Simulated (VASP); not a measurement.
Here is a VASP 6.6.1 calculation.

Contents of INCAR:

```
SYSTEM = BeS
  PREC = Accurate
  ENCUT = 520
  EDIFF = 1E-6
  ISMEAR = -1
  SIGMA = 0.1
  LREAL = .False.
  LASPH = .True.
  NELM = 60
  ALGO = Normal
  ISIF = 2
  LWAVE = .False.
  LCHARG = .True.
  GGA = PS
  LELF = .True.
  LVHAR = .True.
  NBANDS = 11
```

Contents of KPOINTS:

```
Automatic mesh
0
Gamma
  12 12 12
  0 0 0
```

File POSCAR:

```
BeS
1.0
    0.0000000000      2.4189631388      2.4189631388
    2.4189631388      0.0000000000      2.4189631388
    2.4189631388      2.4189631388      0.0000000000
Be S
1 1
Direct
    0.0000000000      0.0000000000      0.0000000000
    0.7500000000      0.7500000000      0.7500000000
```

Potentials or basis: VASP PAW PBE potentials, release 64 (Be, S).

Command:

```bash
$ cat potpaw_PBE.64/Be/POTCAR potpaw_PBE.64/S/POTCAR > POTCAR
$ mpirun -np 1 vasp_std > vasp.out
```

Q: Estimate the band gap on the k mesh.

A: 2.91 eV, indirect (least direct gap 5.61 eV).

Q: Predict the pressure.

A: 0.2 GPa.

Caveat: the PAW data sets were made with another functional, which shifts forces and pressure a little. PBEsol gaps usually lie below the measured ones, often by a third to a half.
